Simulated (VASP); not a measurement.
Write the native input for VASP 6.6.1 that does the following.

- Task: single point
- Functional: PBE
- Potentials or basis: VASP PAW PBE potentials, release 64 (Hf_pv, N)
- Cutoff: 520 eV
- k mesh: 9 × 9 × 9
- Occupations: fermi-dirac, width 0.05 eV
- Spin: no spin polarisation
- Dipole correction: no
- Further INCAR settings: ALGO = Normal; EDIFF = 1e-06; NBANDS = 14

The structure of HfN lies in POSCAR:

```
HfN
1.0
    0.0000000000      2.4548220000      2.4548220000
    2.4548220000      0.0000000000      2.4548220000
    2.4548220000      2.4548220000      0.0000000000
Hf N
1 1
Direct
   -0.0015310000     -0.0029430000     -0.0034000000
    0.2637830000      0.2428060000      0.2393630000
```

This cell differs from its parent crystal: atoms moved at random.

The input as run:

INCAR

```
PREC     = Accurate       # precision mode
ENCUT    = 520            # plane-wave cutoff, eV
EDIFF    = 1E-6           # SCF threshold, eV
ISMEAR   = -1             # smearing method
SIGMA    = 0.05           # smearing width, eV
LREAL    = F              # projectors in reciprocal space
LASPH    = T              # aspherical terms in the spheres
NELM     = 100            # most SCF steps
ALGO     = Normal         # electronic algorithm
ISIF     = 2              # what is computed and relaxed
LWAVE    = F              # write WAVECAR
LCHARG   = F              # write CHGCAR
GGA      = PE             # functional
NBANDS   = 14             # bands
```

KPOINTS

```
Automatic mesh
0
Gamma
  9 9 9
```

Potentials or basis: VASP PAW PBE potentials, release 64 (Hf_pv, N).

The run is started by

```console
$ cat potpaw_PBE.64/Hf_pv/POTCAR potpaw_PBE.64/N/POTCAR > POTCAR
$ mpirun -np 1 vasp_std > vasp.out
```

Results of the run:

```
Pressure      : -0.1 GPa
Largest force : 0.560 eV/Å
```

Caveat: the cell differs from its parent crystal (atoms moved at random).

Run time: 2.1 min on 1 thread of Intel Xeon 6975P-C (shared host), peak memory 0.29 GiB.
